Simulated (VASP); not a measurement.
A run of VASP 6.6.1 is set up as follows.

INCAR

```
PREC = Accurate
ENCUT = 520
EDIFF = 1E-6
ISMEAR = 0
SIGMA = 0.1
LREAL = False
LASPH = True
NELM = 100
ALGO = Normal
ISIF = 2
LWAVE = False
LCHARG = False
LDIPOL = True
IDIPOL = 3
DIPOL = 0.5 0.5 0.498
GGA = PE
NBANDS = 18
```

The input KPOINTS:

```
regular mesh
0
Gamma
  6 6 1
```

Contents of POSCAR:

```
TaCS
1.0
    3.4851747800      0.0000000000      0.0000000000
   -1.7425873900      3.0182500700      0.0000000000
    0.0000000000      0.0000000000     17.0000000000
Ta C S
1 1 1
Direct
    0.0000000000      0.0000000000      0.4931834400
    0.3333333300      0.6666666700      0.4122953400
    0.6666666700      0.3333333300      0.5877046600
```

Potentials or basis: VASP PAW PBE potentials, release 64 (Ta_pv, C, S).

Launch:

```sh
$ cat potpaw_PBE.64/Ta_pv/POTCAR potpaw_PBE.64/C/POTCAR potpaw_PBE.64/S/POTCAR > POTCAR
$ mpirun -np 1 vasp_std > vasp.out
```

(1) Predict the band gap on the k mesh.

(2) Predict the largest force.

## Answers

(1) zero (an odd number of electrons rules out a gap without spin polarisation).

(2) 3.957 eV/Å.

Caveat: spin-orbit coupling is left out, which moves the levels of the heavy elements.
